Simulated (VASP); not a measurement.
# C (Pmma) in VASP: a series of runs

Runs on C. Level: PBE+D3(BJ). Tasks: single point.

All numbers are computed with VASP 6.6.1; they aren't measurements. Logs are shortened: lines on timing, memory, paths and dates and some standing lists are left out, and cuts for length are marked.

### Step 1. The cell of the first run

The structure is orthorhombic, space group Pmma (No. 51). Conventional cell: a = 2.465 Å, b = 3.572 Å, c = 4.269 Å, α = 90.00°, β = 90.00°, γ = 90.00°. Within 1.8 Å of C (site symmetry mm2) lie 3 C at 1.38 to 1.45 Å. Within 1.9 Å of C (site symmetry mm2) lie 3 C at 1.45 Å.

### Step 2. Single point, PBE+D3(BJ) (atoms displaced along a vibrational mode)

INCAR

```
PREC = Accurate ; ENCUT = 520
EDIFF = 1E-7 ; ISMEAR = 0
SIGMA = 0.15 ; LREAL = False
LASPH = True ; NELM = 100
ALGO = Normal ; ISIF = 2
LWAVE = False ; LCHARG = False
GGA = PE ; IVDW = 12
NBANDS = 16
```

KPOINTS

```
regular mesh
0
Gamma
  18 12 10
```

POSCAR

```
C
1.0
   -2.4646600698      0.0000000000      0.0000000000
    0.0000000000      0.0000000000     -3.5719696368
    0.0000000000     -4.2689164642      0.0000000000
C
4
Direct
    0.5000000000      0.0000000000      0.1779107377
    0.0000000000      0.0000000000      0.6610446312
    0.0000000000      0.0000000000      0.3220892623
    0.5000000000      0.0000000000      0.8389553688
```

Potentials or basis: VASP PAW PBE potentials, release 64 (C).

On the command line:

```bash
$ cat potpaw_PBE.64/C/POTCAR > POTCAR
$ mpirun -np 1 vasp_std > vasp.out
```

OUTCAR:

```text
PREC = Accurate
   ENCUT = 520
   EDIFF = 1E-7
   ISMEAR = 0
   LREAL = False
   LASPH = True
   NELM = 100
   ISIF = 2
   GGA = PE
   IVDW = 12
 IVDW          = 12

 ion  position               nearest neighbor table
   1  0.500  0.000  0.178-   3 1.38   3 1.38   4 1.45
   2  0.000  0.000  0.661-   3 1.45   4 1.45   4 1.45
   3  0.000  0.000  0.322-   1 1.38   1 1.38   2 1.45
   4  0.500  0.000  0.839-   1 1.45   2 1.45   2 1.45

  LATTYP: Found a simple orthorhombic cell.
 ALAT       =     2.4646600698
 B/A-ratio  =     1.4492747623
 C/A-ratio  =     1.7320508075

  Lattice vectors:

 A1 = (  -2.4646600698,   0.0000000000,   0.0000000000)
 A2 = (   0.0000000000,   0.0000000000,  -3.5719696368)
 A3 = (   0.0000000000,  -4.2689164642,   0.0000000000)

Analysis of symmetry for initial positions (statically):
=====================================================================
 Subroutine PRICEL returns:
 Original cell was already a primitive cell.

 Routine SETGRP: Setting up the symmetry group for a
 simple orthorhombic supercell.

 Subroutine GETGRP returns: Found  8 space group operations
 (whereof  4 operations were pure point group operations)
 out of a pool of  8 trial point group operations.

The static configuration has the point symmetry C_2v.
 The point group associated with its full space group is D_2h.

Analysis of symmetry for dynamics (positions and initial velocities):
=====================================================================
 Subroutine PRICEL returns:
 Original cell was already a primitive cell.

 Routine SETGRP: Setting up the symmetry group for a
 simple orthorhombic supercell.

 Subroutine GETGRP returns: Found  8 space group operations
 (whereof  4 operations were pure point group operations)
 out of a pool of  8 trial point group operations.

The dynamic configuration has the point symmetry C_2v.
 The point group associated with its full space group is D_2h.

 Subroutine INISYM returns: Found  8 space group operations
 (whereof  4 operations are pure point group operations),
 and found     1 'primitive' translations

----------------------------------------------------------------------------------------

                                     Primitive cell

  volume of cell :      37.5822

  direct lattice vectors                    reciprocal lattice vectors
[... 92 lines left out ...]
   LREAL  =      F    real-space projection
   EDIFFG = 0.1E-05   stopping-criterion for IOM
   NSW    =      0    number of steps for IOM
   IBRION =     -1    ionic relax: 0-MD 1-quasi-New 2-CG
   NFREE  =      0    steps in history (QN), initial steepest desc. (CG)
   ISIF   =      2    stress and relaxation
   ISYM   =      2    0-nonsym 1-usesym 2-fastsym
   POTIM  = 0.5000    time-step for ionic-motion
   TEBEG  =    0.0;   TEEND  =   0.0 temperature during run
   PSTRESS=    0.0 pullay stress
   NELECT =      16.0000    total number of electrons
   NUPDOWN=      -1.0000    fix difference up-down
   EMIN   =  10.00;   EMAX   =-10.00  energy-range for DOS
   EFERMI =   0.00;   METHOD = LEGACY
   ISMEAR =     0;   SIGMA  =   0.15  broadening in eV -4-tet -1-fermi 0-gaus
   EFERMI_NEDOS =   21; number of points for ismear=-14 and -15
   IALGO  =     38    algorithm
   IMIX   =      4    mixing-type and parameters
     AMIX     =   0.40;   BMIX     =  1.00
     AMIX_MAG =   1.60;   BMIX_MAG =  1.00
  volume/ion in A,a.u.               =       9.40        63.40
  Fermi-wavevector in a.u.,A,eV,Ry     =   1.231556  2.327303 20.636352  1.516729
  Thomas-Fermi vector in A             =   2.366360
   LORBIT       =      0    0 simple, 1 ext, 2 COOP (PROOUT), +10 PAW based schemes
   GGA     = PE    functional components
   LHFCALC =     F    Hartree Fock is set to
   AEXX    =    0.0000 exact exchange contribution
   IVDW    =    12    specifies the selected vdW correction
   LEPSILON=     F    determine dielectric tensor
   LRPA    =     F    only Hartree local field effects (RPA)
 non-spin polarized calculation
 Gauss-broadening in eV      SIGMA  =   0.15
  energy-cutoff  :      520.00
  volume of cell :       37.58
 maximum number of plane-waves:      1040
   NGX =  9   NGY = 13   NGZ = 15

 number of electron      16.0000003 magnetization

 Free energy of the ion-electron system (eV)
  ---------------------------------------------------
  ext. energy  EPLUGINS =         0.00000000
  ---------------------------------------------------
  free energy    TOTEN  =       -36.62145798 eV

  energy without entropy =      -36.62106433  energy(sigma->0) =      -36.62126116

 E-fermi :   4.1677     XC(G=0):  -9.8806

 val. band max:        4.0836117728   @ k =   0.3333   0.3333   0.0000
 cond. band min:       4.2507092506   @ k =   0.3333   0.1667   0.0000
 fundamental gap:      0.1670974778
 Fermi energy:         4.1676924511

 k-point     1 :       0.0000    0.0000    0.0000
  band No.  band energies     occupation
      1     -15.4777      2.00000
      2     -10.2148      2.00000
      3      -8.9472      2.00000
      4      -2.7383      2.00000
      5      -2.6720      2.00000
      6       1.0044      2.00000
[... 433 lines left out ...]
      3      -8.5066      2.00000
      4      -4.3959      2.00000
      5      -2.5543      2.00000
      6      -0.6822      2.00000
[... 8 lines left out ...]
     15      15.8434      0.00000
     16      16.3073      0.00000

 [... further k-points ...]

------------------------ aborting loop because EDIFF is reached ----------------------------------------

 Edisp (eV)   -0.57742

 E8    (eV) :    -0.1622

  FORCE on cell =-STRESS in cart. coord.  units (eV):
  Direction    XX          YY          ZZ          XY          YZ          ZX
  --------------------------------------------------------------------------------------
  -------------------------------------------------------------------------------------
  Total       1.46394    -0.36663    -0.01779     0.00000     0.00000     0.00000
  in kB      62.40950   -15.63003    -0.75840     0.00000     0.00000     0.00000
  external pressure =       15.34 kB  Pullay stress =        0.00 kB

 VOLUME and BASIS-vectors are now :
 -----------------------------------------------------------------------------
  energy-cutoff  :      520.00
  volume of cell :       37.58
      direct lattice vectors                 reciprocal lattice vectors
    -2.464660070  0.000000000  0.000000000    -0.405735465  0.000000000  0.000000000
     0.000000000  0.000000000 -3.571969637     0.000000000  0.000000000 -0.279957587
     0.000000000 -4.268916464  0.000000000     0.000000000 -0.234251480  0.000000000

 POSITION                                       TOTAL-FORCE (eV/Angst)
 -----------------------------------------------------------------------------------
     -1.23233     -0.75949      0.00000         0.000000      4.156482      0.000000
      0.00000     -2.82194      0.00000         0.000000     -1.573129      0.000000
      0.00000     -1.37497      0.00000         0.000000     -4.156482      0.000000
     -1.23233     -3.58143      0.00000         0.000000      1.573129      0.000000
 -----------------------------------------------------------------------------------
    total drift:                               -0.000000     -0.000000      0.000000

  FREE ENERGIE OF THE ION-ELECTRON SYSTEM (eV)
  ---------------------------------------------------
  free  energy   TOTEN  =       -37.1988792236 eV

  energy  without entropy=      -37.1984855770  energy(sigma->0) =      -37.19868240
```

It took 1.8 min on 1 thread of Intel Xeon Platinum 8488C (Sapphire Rapids), shared host; peak memory 0.29 GiB.

Results:

- Free energy: -37.1989 eV
- Pressure: 1.5 GPa
- Largest force: 4.156 eV/Å
- Band gap on the k mesh: zero (bands 8 and 9 overlap by 0.63 eV)
- Dispersion energy per atom: -0.144 eV

Forces on the atoms (eV/Å):
```
C    0.000  4.156  0.000
C    0.000 -1.573  0.000
C    0.000 -4.156  0.000
C    0.000  1.573  0.000
```

Stress tensor (GPa, compression positive):
```
 6.24  0.00  0.00
 0.00 -1.56  0.00
 0.00  0.00 -0.08
```

Caveat: the cell differs from its parent crystal (atoms displaced along a vibrational mode); forces of over 1 eV/Å act on the atoms, so gaps and moduli don't describe the material at rest.

### Step 3. Single point, PBE+D3(BJ) (atoms displaced along a vibrational mode)

INCAR, as its differences from that of step 2:

```diff
@@ -1,3 +1,3 @@
 PREC = Accurate ; ENCUT = 520
-EDIFF = 1E-7 ; ISMEAR = 0
+EDIFF = 1E-6 ; ISMEAR = 0
 SIGMA = 0.15 ; LREAL = False
```

KPOINTS

```
Automatic mesh
0
Gamma
  18 12 10
```

POSCAR

```
C
1.0
   -2.4646600698      0.0000000000      0.0000000000
    0.0000000000      0.0000000000     -3.5719696368
    0.0000000000     -4.2689164642      0.0000000000
C
4
Direct
    0.5000000000      0.0000000000      0.1554225957
    0.0000000000      0.0000000000      0.6498005601
    0.0000000000      0.0000000000      0.3445774043
    0.5000000000      0.0000000000      0.8501994399
```

Potentials or basis: VASP PAW PBE potentials, release 64 (C).

On the command line:

```bash
$ cat potpaw_PBE.64/C/POTCAR > POTCAR
$ mpirun -np 1 vasp_std > vasp.out
```

OUTCAR:

```text
PREC = Accurate
   ENCUT = 520
   EDIFF = 1E-6
   ISMEAR = 0
   LREAL = False
   LASPH = True
   NELM = 100
   ISIF = 2
   GGA = PE
   IVDW = 12
 IVDW          = 12

 ion  position               nearest neighbor table
   1  0.500  0.000  0.155-   4 1.30   3 1.47   3 1.47
   2  0.000  0.000  0.650-   3 1.30   4 1.50   4 1.50
   3  0.000  0.000  0.345-   2 1.30   1 1.47   1 1.47
   4  0.500  0.000  0.850-   1 1.30   2 1.50   2 1.50

  LATTYP: Found a simple orthorhombic cell.
 ALAT       =     2.4646600698
 B/A-ratio  =     1.4492747623
 C/A-ratio  =     1.7320508075

  Lattice vectors:

 A1 = (  -2.4646600698,   0.0000000000,   0.0000000000)
 A2 = (   0.0000000000,   0.0000000000,  -3.5719696368)
 A3 = (   0.0000000000,  -4.2689164642,   0.0000000000)

Analysis of symmetry for initial positions (statically):
=====================================================================
 Subroutine PRICEL returns:
 Original cell was already a primitive cell.

 Routine SETGRP: Setting up the symmetry group for a
 simple orthorhombic supercell.

 Subroutine GETGRP returns: Found  8 space group operations
 (whereof  4 operations were pure point group operations)
 out of a pool of  8 trial point group operations.

The static configuration has the point symmetry C_2v.
 The point group associated with its full space group is D_2h.

Analysis of symmetry for dynamics (positions and initial velocities):
=====================================================================
 Subroutine PRICEL returns:
 Original cell was already a primitive cell.

 Routine SETGRP: Setting up the symmetry group for a
 simple orthorhombic supercell.

 Subroutine GETGRP returns: Found  8 space group operations
 (whereof  4 operations were pure point group operations)
 out of a pool of  8 trial point group operations.

The dynamic configuration has the point symmetry C_2v.
[... 123 lines left out ...]
     AMIX     =   0.40;   BMIX     =  1.00
     AMIX_MAG =   1.60;   BMIX_MAG =  1.00
  volume/ion in A,a.u.               =       9.40        63.40
  Fermi-wavevector in a.u.,A,eV,Ry     =   1.231556  2.327303 20.636352  1.516729
  Thomas-Fermi vector in A             =   2.366360
   LORBIT       =      0    0 simple, 1 ext, 2 COOP (PROOUT), +10 PAW based schemes
   GGA     = PE    functional components
   LHFCALC =     F    Hartree Fock is set to
   AEXX    =    0.0000 exact exchange contribution
   IVDW    =    12    specifies the selected vdW correction
   LEPSILON=     F    determine dielectric tensor
   LRPA    =     F    only Hartree local field effects (RPA)
 non-spin polarized calculation
 Gauss-broadening in eV      SIGMA  =   0.15
  energy-cutoff  :      520.00
  volume of cell :       37.58
 maximum number of plane-waves:      1040
   NGX =  9   NGY = 13   NGZ = 15

 number of electron      16.0000003 magnetization

 Free energy of the ion-electron system (eV)
  ---------------------------------------------------
  ext. energy  EPLUGINS =         0.00000000
  ---------------------------------------------------
  free energy    TOTEN  =       -35.98514710 eV

  energy without entropy =      -35.98332900  energy(sigma->0) =      -35.98423805

 E-fermi :   3.9110     XC(G=0):  -9.8678

 val. band max:        3.9030104131   @ k =   0.2222   0.3333   0.0000
 cond. band min:       3.9119258923   @ k =   0.1667   0.4167   0.0000
 fundamental gap:      0.0089154793
 Fermi energy:         3.9109751128

 k-point     1 :       0.0000    0.0000    0.0000
  band No.  band energies     occupation
      1     -15.4794      2.00000
      2     -10.1817      2.00000
      3      -9.6571      2.00000
      4      -2.7654      2.00000
      5      -1.5934      2.00000
      6      -0.5304      2.00000
[... 433 lines left out ...]
      3      -9.1618      2.00000
      4      -3.4727      2.00000
      5      -2.6154      2.00000
      6      -1.3604      2.00000
[... 8 lines left out ...]
     15      16.6772      0.00000
     16      17.1101      0.00000

 [... further k-points ...]

------------------------ aborting loop because EDIFF is reached ----------------------------------------

 Edisp (eV)   -0.58020

 E8    (eV) :    -0.1630

  FORCE on cell =-STRESS in cart. coord.  units (eV):
  Direction    XX          YY          ZZ          XY          YZ          ZX
  --------------------------------------------------------------------------------------
  -------------------------------------------------------------------------------------
  Total      -0.69934     6.04082    -0.09431     0.00000     0.00000     0.00000
  in kB     -29.81360   257.52762    -4.02043     0.00000     0.00000     0.00000
  external pressure =       74.56 kB  Pullay stress =        0.00 kB

 VOLUME and BASIS-vectors are now :
 -----------------------------------------------------------------------------
  energy-cutoff  :      520.00
  volume of cell :       37.58
      direct lattice vectors                 reciprocal lattice vectors
    -2.464660070  0.000000000  0.000000000    -0.405735465  0.000000000  0.000000000
     0.000000000  0.000000000 -3.571969637     0.000000000  0.000000000 -0.279957587
     0.000000000 -4.268916464  0.000000000     0.000000000 -0.234251480  0.000000000

 POSITION                                       TOTAL-FORCE (eV/Angst)
 -----------------------------------------------------------------------------------
     -1.23233     -0.66349      0.00000         0.000000     -6.548826      0.000000
      0.00000     -2.77394      0.00000         0.000000     -8.235778      0.000000
      0.00000     -1.47097      0.00000         0.000000      6.548826      0.000000
     -1.23233     -3.62943      0.00000         0.000000      8.235778      0.000000
 -----------------------------------------------------------------------------------
    total drift:                               -0.000000     -0.000000      0.000000

  FREE ENERGIE OF THE ION-ELECTRON SYSTEM (eV)
  ---------------------------------------------------
  free  energy   TOTEN  =       -36.5653474229 eV

  energy  without entropy=      -36.5635293248  energy(sigma->0) =      -36.56443837
```

Wall time 1.9 min (1 thread of Intel Xeon Platinum 8488C (Sapphire Rapids), shared host); peak memory 0.29 GiB.

What came out:

```
Free energy                : -36.5653 eV
Pressure                   : 7.5 GPa
Largest force              : 8.236 eV/Å
Band gap on the k mesh     : zero (bands 8 and 9 overlap by 0.61 eV)
Dispersion energy per atom : -0.145 eV
```

Forces on the atoms (eV/Å):
```
C    0.000 -6.549  0.000
C    0.000 -8.236  0.000
C    0.000  6.549  0.000
C    0.000  8.236  0.000
```

Stress tensor (GPa, compression positive):
```
-2.98  0.00  0.00
 0.00 25.75  0.00
 0.00  0.00 -0.40
```

Levels at points of the mesh, in eV from the Fermi level:
| k point | band 6 | band 7 | band 8 | band 9 | band 10 | band 11 |
| --- | --- | --- | --- | --- | --- | --- |
| (0.00, 0.00, 0.00) | -4.44 | -0.91 | -0.63 | 1.11 | 4.09 | 6.25 |
| (0.50, 0.00, 0.00) | -9.40 | -2.35 | -2.35 | 4.32 | 4.32 | 9.04 |
| (0.00, 0.50, 0.00) | -4.42 | -1.73 | -0.89 | 0.02 | 6.30 | 8.15 |
| (0.50, 0.50, 0.00) | -9.31 | -3.39 | -3.39 | 3.44 | 3.44 | 10.10 |
| (0.00, 0.00, 0.50) | -4.80 | -4.11 | -3.57 | 5.88 | 5.95 | 7.33 |
| (0.50, 0.00, 0.50) | -6.38 | -2.12 | -2.12 | 3.42 | 3.42 | 6.81 |
| (0.00, 0.50, 0.50) | -6.15 | -4.08 | -3.53 | 6.70 | 6.96 | 8.98 |
| (0.50, 0.50, 0.50) | -6.35 | -3.05 | -3.05 | 2.00 | 2.00 | 7.03 |

Caveat: the cell differs from its parent crystal (atoms displaced along a vibrational mode); the cell stands under pressure; forces of over 1 eV/Å act on the atoms, so gaps and moduli don't describe the material at rest.

[end of part 1 of 2]
